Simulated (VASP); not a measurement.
# Mg5ZnO6 (P4/mmm) in VASP: notebook

The runs below take Mg5ZnO6 through single point, relaxation of cell and atoms, with PBE.

Program: VASP 6.6.1. These are calculated values, not measurements. Logs are shortened: lines on timing, memory, paths and dates and some standing lists are left out, and cuts for length are marked.

### Step 1. The cell of the first run

It takes space group P4/mmm (No. 123, tetragonal). The conventional cell has a = 3.019 Å, b = 3.019 Å, c = 12.799 Å, α = 90.00°, β = 90.00°, γ = 90.00°. Within 2.8 Å of Mg (site symmetry 4mm) lie 6 O at 2.12 to 2.13 Å. Mg (site symmetry 4/mmm) has 6 O at 2.12 to 2.13 Å within 2.8 Å. Within 2.8 Å of Mg (site symmetry 4mm) lie 6 O at 2.13 to 2.14 Å. Within 2.8 Å of Zn (site symmetry 4/mmm) lie 6 O at 2.13 to 2.16 Å. O (site symmetry 4/mmm) has 6 Mg at 2.12 to 2.13 Å within 2.8 Å. Within 2.8 Å of O (site symmetry 4mm) lie 6 Mg at 2.12 to 2.14 Å. Within 2.8 Å of O (site symmetry 4mm) lie 5 Mg at 2.12 to 2.13 Å and 1 Zn at 2.16 Å. Within 2.8 Å of O (site symmetry 4/mmm) lie 4 Zn at 2.13 Å and 2 Mg at 2.14 Å.

### Step 2. Single point, PBE

INCAR reads:

```
SYSTEM = Mg5ZnO6
PREC = Accurate
ENCUT = 600
EDIFF = 1E-6
ISMEAR = -4
SIGMA = 0.02
LREAL = .False.
LASPH = .True.
NELM = 120
ALGO = Normal
ISIF = 2
LWAVE = .False.
LCHARG = .False.
GGA = PE
NBANDS = 41
GGA_COMPAT = .False.
```

KPOINTS reads:

```
regular mesh
0
Gamma
  8 8 2
  0 0 0
```

POSCAR reads:

```
Mg5ZnO6
1.0
    3.0186229121      0.0000000000      0.0000000000
    0.0000000000      3.0186229121      0.0000000000
    0.0000000000      0.0000000000     12.7992760565
Mg Zn O
5 1 6
Direct
    0.0000000000      0.0000000000      0.6655847162
    0.5000000000      0.5000000000      0.5000000000
    0.0000000000      0.0000000000      0.3344152838
    0.5000000000      0.5000000000      0.1668094998
    0.5000000000      0.5000000000      0.8331905002
    0.0000000000      0.0000000000      0.0000000000
    0.0000000000      0.0000000000      0.5000000000
    0.5000000000      0.5000000000      0.3340229278
    0.0000000000      0.0000000000      0.1690970157
    0.5000000000      0.5000000000      0.0000000000
    0.0000000000      0.0000000000      0.8309029843
    0.5000000000      0.5000000000      0.6659770722
```

Potentials or basis: VASP PAW PBE potentials, release 64 (Mg, Zn, O).

The run is started by

```sh
$ cat potpaw_PBE.64/Mg/POTCAR potpaw_PBE.64/Zn/POTCAR potpaw_PBE.64/O/POTCAR > POTCAR
$ mpirun -np 1 vasp_std > vasp.out
```

OUTCAR:

```text
SYSTEM = Mg5ZnO6
   PREC = Accurate
   ENCUT = 600
   EDIFF = 1E-6
   ISMEAR = -4
   LREAL = .False.
   LASPH = .True.
   NELM = 120
   ISIF = 2
   GGA = PE

 ion  position               nearest neighbor table
   1  0.000  0.000  0.666-  11 2.12   7 2.12  12 2.13  12 2.13  12 2.13  12 2.13   2 3.01   2 3.01
                             2 3.01   2 3.01   5 3.03   5 3.03   5 3.03   5 3.03
   2  0.500  0.500  0.500-   8 2.12  12 2.12   7 2.13   7 2.13   7 2.13   7 2.13   3 3.01   3 3.01
                             1 3.01   3 3.01   1 3.01   1 3.01   3 3.01   1 3.01
   3  0.000  0.000  0.334-   9 2.12   7 2.12   8 2.13   8 2.13   8 2.13   8 2.13   2 3.01   2 3.01
                             2 3.01   2 3.01   4 3.03   4 3.03   4 3.03   4 3.03
   4  0.500  0.500  0.167-   9 2.13   9 2.13   9 2.13   9 2.13  10 2.14   8 2.14   6 3.02   6 3.02
                             6 3.02   6 3.02   3 3.03   3 3.03   3 3.03   3 3.03
   5  0.500  0.500  0.833-  11 2.13  11 2.13  11 2.13  11 2.13  10 2.14  12 2.14   6 3.02   6 3.02
                             6 3.02   6 3.02   1 3.03   1 3.03   1 3.03   1 3.03
   6  0.000  0.000  0.000-  10 2.13  10 2.13  10 2.13  10 2.13  11 2.16   9 2.16   5 3.02   5 3.02
                             4 3.02   5 3.02   4 3.02   4 3.02   5 3.02   4 3.02
   7  0.000  0.000  0.500-   1 2.12   3 2.12   2 2.13   2 2.13   2 2.13   2 2.13
   8  0.500  0.500  0.334-   2 2.12   3 2.13   3 2.13   3 2.13   3 2.13   4 2.14
   9  0.000  0.000  0.169-   3 2.12   4 2.13   4 2.13   4 2.13   4 2.13   6 2.16
  10  0.500  0.500  0.000-   6 2.13   6 2.13   6 2.13   6 2.13   4 2.14   5 2.14
  11  0.000  0.000  0.831-   1 2.12   5 2.13   5 2.13   5 2.13   5 2.13   6 2.16
  12  0.500  0.500  0.666-   2 2.12   1 2.13   1 2.13   1 2.13   1 2.13   5 2.14

  LATTYP: Found a simple tetragonal cell.
 ALAT       =     3.0186229121
 C/A-ratio  =     4.2401043221

  Lattice vectors:

 A1 = (   3.0186229121,   0.0000000000,   0.0000000000)
 A2 = (   0.0000000000,   3.0186229121,   0.0000000000)
 A3 = (   0.0000000000,   0.0000000000,  12.7992760565)

Analysis of symmetry for initial positions (statically):
=====================================================================
 Subroutine PRICEL returns:
 Original cell was already a primitive cell.

 Routine SETGRP: Setting up the symmetry group for a
 simple tetragonal supercell.

 Subroutine GETGRP returns: Found 16 space group operations
 (whereof 16 operations were pure point group operations)
 out of a pool of 16 trial point group operations.

The static configuration has the point symmetry D_4h.

Analysis of symmetry for dynamics (positions and initial velocities):
=====================================================================
 Subroutine PRICEL returns:
 Original cell was already a primitive cell.

 Routine SETGRP: Setting up the symmetry group for a
 simple tetragonal supercell.

 Subroutine GETGRP returns: Found 16 space group operations
 (whereof 16 operations were pure point group operations)
 out of a pool of 16 trial point group operations.

The dynamic configuration has the point symmetry D_4h.

 Subroutine INISYM returns: Found 16 space group operations
 (whereof 16 operations are pure point group operations),
 and found     1 'primitive' translations

----------------------------------------------------------------------------------------

                                     Primitive cell

  volume of cell :     116.6281

  direct lattice vectors                    reciprocal lattice vectors
     3.018622912  0.000000000  0.000000000     0.331276887  0.000000000  0.000000000
     0.000000000  3.018622912  0.000000000     0.000000000  0.331276887  0.000000000
     0.000000000  0.000000000 12.799276057     0.000000000  0.000000000  0.078129419

  length of vectors
     3.018622912  3.018622912 12.799276057     0.331276887  0.331276887  0.078129419

  position of ions in fractional coordinates (direct lattice)
     0.000000000  0.000000000  0.665584716
     0.500000000  0.500000000  0.500000000
     0.000000000  0.000000000  0.334415284
     0.500000000  0.500000000  0.166809500
     0.500000000  0.500000000  0.833190500
     0.000000000  0.000000000  0.000000000
     0.000000000  0.000000000  0.500000000
     0.500000000  0.500000000  0.334022928
     0.000000000  0.000000000  0.169097016
     0.500000000  0.500000000  0.000000000
     0.000000000  0.000000000  0.830902984
[... 30 lines left out ...]
     0.000000000  0.000000000  0.039064709     0.000000000  0.000000000  0.500000000

  Length of vectors
     0.041409611  0.041409611  0.039064709

  Shift w.r.t. Gamma in fractional coordinates (k-lattice)
     0.000000000  0.000000000  0.000000000

 TETIRR: Found    192 inequivalent tetrahedra from      768

 Subroutine IBZKPT returns following result:
 ===========================================

 Found     30 irreducible k-points:

 Following reciprocal coordinates:
            Coordinates               Weight
  0.000000  0.000000  0.000000      1.000000
  0.125000  0.000000  0.000000      4.000000
  0.250000  0.000000  0.000000      4.000000
  0.375000  0.000000  0.000000      4.000000
  0.500000  0.000000  0.000000      2.000000
  0.125000  0.125000  0.000000      4.000000
[... 16 lines left out ...]
  0.375000  0.125000  0.500000      8.000000
  0.500000  0.125000  0.500000      4.000000
 [... further k-points ...]
   k-points           NKPTS =     30   k-points in BZ     NKDIM =     30   number of bands    NBANDS=     41
   number of dos      NEDOS =    301   number of ions     NIONS =     12
   total plane-waves  NPLWV =  62208
   dimension x,y,z NGX =    24 NGY =   24 NGZ =  108
   dimension x,y,z NGXF=    48 NGYF=   48 NGZF=  216
   ions per type =               5   1   6
   NGX,Y,Z   is equivalent  to a cutoff of  13.22, 13.22, 14.03 a.u.
   NGXF,Y,Z  is equivalent  to a cutoff of  26.44, 26.44, 28.06 a.u.
 SYSTEM =  Mg5ZnO6
   PREC   = accura    normal or accurate (medium, high low for compatibility)
   ISTART =      0    job   : 0-new  1-cont  2-samecut
   ICHARG =      2    charge: 1-file 2-atom 10-const
   ISPIN  =      1    spin polarized calculation?
   LNONCOLLINEAR =      F non collinear calculations
   LSORBIT =      F    spin-orbit coupling
   LASPH  =      T    aspherical Exc in radial PAW
   ENCUT  =  600.0 eV  44.10 Ry    6.64 a.u.   6.03  6.03 25.56*2*pi/ulx,y,z
   NELM   =    120;   NELMIN=  2; NELMDL= -5     # of ELM steps
   EDIFF  = 0.1E-05   stopping-criterion for ELM
   LREAL  =      F    real-space projection
   EDIFFG = 0.1E-04   stopping-criterion for IOM
   NSW    =      0    number of steps for IOM
   IBRION =     -1    ionic relax: 0-MD 1-quasi-New 2-CG
   NFREE  =      0    steps in history (QN), initial steepest desc. (CG)
   ISIF   =      2    stress and relaxation
   ISYM   =      2    0-nonsym 1-usesym 2-fastsym
   POTIM  = 0.5000    time-step for ionic-motion
   TEBEG  =    0.0;   TEEND  =   0.0 temperature during run
   PSTRESS=    0.0 pullay stress
   NELECT =      58.0000    total number of electrons
   NUPDOWN=      -1.0000    fix difference up-down
   EMIN   =  10.00;   EMAX   =-10.00  energy-range for DOS
   EFERMI =   0.00;   METHOD = LEGACY
   ISMEAR =    -4;   SIGMA  =   0.02  broadening in eV -4-tet -1-fermi 0-gaus
   EFERMI_NEDOS =   21; number of points for ismear=-14 and -15
   IALGO  =     38    algorithm
   IMIX   =      4    mixing-type and parameters
     AMIX     =   0.40;   BMIX     =  1.00
     AMIX_MAG =   1.60;   BMIX_MAG =  1.00
  volume/ion in A,a.u.               =       9.72        65.59
  Fermi-wavevector in a.u.,A,eV,Ry     =   1.297029  2.451030 22.888877  1.682285
  Thomas-Fermi vector in A             =   2.428448
   LORBIT       =      0    0 simple, 1 ext, 2 COOP (PROOUT), +10 PAW based schemes
   GGA     = PE    functional components
   LHFCALC =     F    Hartree Fock is set to
   AEXX    =    0.0000 exact exchange contribution
   IVDW    =     0    specifies the selected vdW correction
   LEPSILON=     F    determine dielectric tensor
   LRPA    =     F    only Hartree local field effects (RPA)
 non-spin polarized calculation
 Fermi weights with tetrahedron method witout Bloechl corrections
  energy-cutoff  :      600.00
  volume of cell :      116.63
 maximum number of plane-waves:      3940
   NGX = 13   NGY = 13   NGZ = 51

 number of electron      58.0000029 magnetization

 Free energy of the ion-electron system (eV)
  ---------------------------------------------------
  ext. energy  EPLUGINS =         0.00000000
  ---------------------------------------------------
  free energy    TOTEN  =       -68.22236495 eV

  energy without entropy =      -68.22236495  energy(sigma->0) =      -68.22236495

 E-fermi :   3.5849     XC(G=0): -11.1329

 val. band max:        3.5079776385   @ k =   0.5000   0.0000   0.5000
 cond. band min:       6.1587823082   @ k =   0.0000   0.0000   0.0000
 fundamental gap:      2.6508046697
 Fermi energy:         3.5849256017

 k-point     1 :       0.0000    0.0000    0.0000
  band No.  band energies     occupation
      1     -14.5662      2.00000
      2     -14.1301      2.00000
      3     -14.0201      2.00000
      4     -13.4695      2.00000
      5     -13.2743      2.00000
      6     -12.9444      2.00000
[... 1045 lines left out ...]
     40      14.5731      0.00000
     41      14.8816      0.00000

 [... further k-points ...]

------------------------ aborting loop because EDIFF is reached ----------------------------------------

  FORCE on cell =-STRESS in cart. coord.  units (eV):
  Direction    XX          YY          ZZ          XY          YZ          ZX
  --------------------------------------------------------------------------------------
  -------------------------------------------------------------------------------------
  Total       -0.4964534     -0.4964534     -0.5123168      0.0000000      0.0000000     -0.0000000
  in kB       -6.8200251     -6.8200251     -7.0379475      0.0000000      0.0000000     -0.0000000
  external PRESSURE =      -6.8926659 kB  Pullay stress =       0.0000000 kB

 VOLUME and BASIS-vectors are now :
 -----------------------------------------------------------------------------
  energy-cutoff  :      600.00
  volume of cell :      116.63
      direct lattice vectors                 reciprocal lattice vectors
     3.018622912  0.000000000  0.000000000     0.331276887  0.000000000  0.000000000
     0.000000000  3.018622912  0.000000000     0.000000000  0.331276887  0.000000000
     0.000000000  0.000000000 12.799276057     0.000000000  0.000000000  0.078129419

 POSITION                                       TOTAL-FORCE (eV/Angst)
 -----------------------------------------------------------------------------------
      0.00000      0.00000      8.51900         0.000000      0.000000     -0.003379
      1.50931      1.50931      6.39964         0.000000      0.000000     -0.000000
      0.00000      0.00000      4.28027         0.000000      0.000000      0.003379
      1.50931      1.50931      2.13504         0.000000      0.000000      0.003240
      1.50931      1.50931     10.66424         0.000000      0.000000     -0.003240
      0.00000      0.00000      0.00000         0.000000      0.000000     -0.000000
      0.00000      0.00000      6.39964         0.000000      0.000000     -0.000000
      1.50931      1.50931      4.27525         0.000000     -0.000000      0.001626
      0.00000      0.00000      2.16432         0.000000      0.000000      0.034755
      1.50931      1.50931      0.00000         0.000000      0.000000     -0.000000
      0.00000      0.00000     10.63496         0.000000      0.000000     -0.034755
      1.50931      1.50931      8.52402        -0.000000     -0.000000     -0.001626
 -----------------------------------------------------------------------------------
    total drift:                                0.000000     -0.000000      0.000000

  FREE ENERGIE OF THE ION-ELECTRON SYSTEM (eV)
  ---------------------------------------------------
  free  energy   TOTEN  =       -68.2223649529 eV

  energy  without entropy=      -68.2223649529  energy(sigma->0) =      -68.22236495
```

Run time: 5.1 min. Hardware: 1 thread of Oxide Virtual Turin-like, shared host; peak memory 0.29 GiB.

Results:

```yaml
Free_energy: -68.2224 eV
Pressure: -0.7 GPa
Largest_force: 0.035 eV/Å
Band_gap_on_the_k_mesh: 2.65 eV (least direct gap 3.45 eV)
```

Forces on the atoms (eV/Å):
```
Mg   0.000  0.000 -0.003
Mg   0.000  0.000  0.000
Mg   0.000  0.000  0.003
Mg   0.000  0.000  0.003
Mg   0.000  0.000 -0.003
Zn   0.000  0.000  0.000
O    0.000  0.000  0.000
O    0.000  0.000  0.002
O    0.000  0.000  0.035
O    0.000  0.000  0.000
O    0.000  0.000 -0.035
O    0.000  0.000 -0.002
```

### Step 3. Single point, PBE

INCAR reads:

```
  PREC = Accurate
  ENCUT = 600
  EDIFF = 1E-6
  ISMEAR = 0
  SIGMA = 0.01
  LREAL = F
  LASPH = T
  NELM = 120
  ALGO = Normal
  ISIF = 2
  LWAVE = F
  LCHARG = T
  GGA = PE
  LELF = T
  LVHAR = T
  NBANDS = 41
  GGA_COMPAT = F
```

KPOINTS reads:

```
Automatic mesh
0
Gamma
  8 8 2
```

POSCAR reads:

```
Mg5ZnO6
1.0
    3.0184914822      0.0000000000      0.0000000000
    0.0000000000      3.0184914822      0.0000000000
    0.0000000000      0.0000000000     12.7997274014
Mg Zn O
5 1 6
Direct
    0.0000000000      0.0000000000      0.6655792944
    0.5000000000      0.5000000000      0.5000000000
    0.0000000000      0.0000000000      0.3344207056
    0.5000000000      0.5000000000      0.1667708247
    0.5000000000      0.5000000000      0.8332291753
    0.0000000000      0.0000000000      0.0000000000
    0.0000000000      0.0000000000      0.5000000000
    0.5000000000      0.5000000000      0.3340237303
    0.0000000000      0.0000000000      0.1690554463
    0.5000000000      0.5000000000      0.0000000000
    0.0000000000      0.0000000000      0.8309445537
    0.5000000000      0.5000000000      0.6659762697
```

Potentials or basis: VASP PAW PBE potentials, release 64 (Mg, Zn, O).

The run is started by

```sh
$ cat potpaw_PBE.64/Mg/POTCAR potpaw_PBE.64/Zn/POTCAR potpaw_PBE.64/O/POTCAR > POTCAR
$ mpirun -np 1 vasp_std > vasp.out
```

Wall time 6.8 min (1 thread of Oxide Virtual Turin-like, shared host); peak memory 0.3 GiB.

The run converged. Its results:

```
Free energy            : -68.2223 eV
Pressure               : -0.7 GPa
Largest force          : 0.040 eV/Å
Band gap on the k mesh : 2.65 eV (least direct gap 3.46 eV)
```

Forces on the atoms (eV/Å):
```
Mg   0.000  0.000  0.000
Mg   0.000  0.000  0.000
Mg   0.000  0.000  0.000
Mg   0.000  0.000  0.006
Mg   0.000  0.000 -0.006
Zn   0.000  0.000  0.000
O    0.000  0.000  0.000
O    0.000  0.000  0.000
O    0.000  0.000  0.040
O    0.000  0.000  0.000
O    0.000  0.000 -0.040
O    0.000  0.000  0.000
```

Levels at points of the mesh, in eV from the valence-band top:
```csv
k point,band 27,band 28,band 29,band 30,band 31,band 32
"(0.00, 0.00, 0.00)",-0.85,-0.80,-0.80,2.65,4.81,5.43
"(0.50, 0.00, 0.00)",-1.34,-0.70,0.00,6.31,6.82,7.05
"(0.50, 0.50, 0.00)",-2.12,-2.10,-2.08,5.28,8.66,8.66
"(0.00, 0.00, 0.50)",-1.01,-0.83,-0.83,2.90,4.20,6.18
"(0.50, 0.00, 0.50)",-1.34,-0.63,0.00,6.25,6.64,7.35
"(0.50, 0.50, 0.50)",-2.20,-2.13,-2.03,5.29,8.72,8.72
```

A k mesh can miss the band edges.

[end of part 1 of 2]
